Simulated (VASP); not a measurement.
A run of VASP 6.6.1:

The input INCAR:

```
SYSTEM = AlGa2Sb3
PREC = Accurate
ENCUT = 520
EDIFF = 1E-7
ISMEAR = 0
SIGMA = 0.2
LREAL = .False.
LASPH = .True.
NELM = 100
ALGO = Normal
ISIF = 2
LWAVE = .False.
LCHARG = .False.
GGA = PE
NBANDS = 56
```

Contents of KPOINTS:

```
Automatic mesh
0
Gamma
  6 4 2
  0 0 0
```

The input POSCAR:

```
AlGa2Sb3
1.0
    2.1986984175     -3.8082573697      0.0000000000
   -6.5960952526     -3.8082573697      0.0000000000
    0.0000000000      0.0000000000    -10.7670825000
Al Ga Sb
2 4 6
Direct
    0.5000000000      0.8333333333      0.5836700000
    1.0000000000      0.3333333333      0.5836700000
    0.0000000000      0.0000000000      0.2495720000
    0.5000000000      0.5000000000      0.2495720000
    1.0000000000      0.6666666667      0.9170240000
    0.5000000000      0.1666666667      0.9170240000
    0.0000000000      0.0000000000      0.0000120000
    0.5000000000      0.5000000000      0.0000120000
    0.5000000000      0.8333333333      0.3330500000
    1.0000000000      0.3333333333      0.3330500000
    1.0000000000      0.6666666667      0.6666720000
    0.5000000000      0.1666666667      0.6666720000
```

Potentials or basis: VASP PAW PBE potentials, release 64 (Al, Ga_d, Sb).

The run is started by

```bash
$ cat potpaw_PBE.64/Al/POTCAR potpaw_PBE.64/Ga_d/POTCAR potpaw_PBE.64/Sb/POTCAR > POTCAR
$ mpirun -np 1 vasp_std > vasp.out
```

Hardware: 1 thread of AMD EPYC 9R45 96-Core Processor (Zen 5) (shared host).

Question: Estimate the wall time of this run.

Answer: Run time: 4.7 min on 1 thread of AMD EPYC 9R45 96-Core Processor (Zen 5), on a shared host, peak memory 0.65 GiB. Counts: scf iterations 17, k points 24.
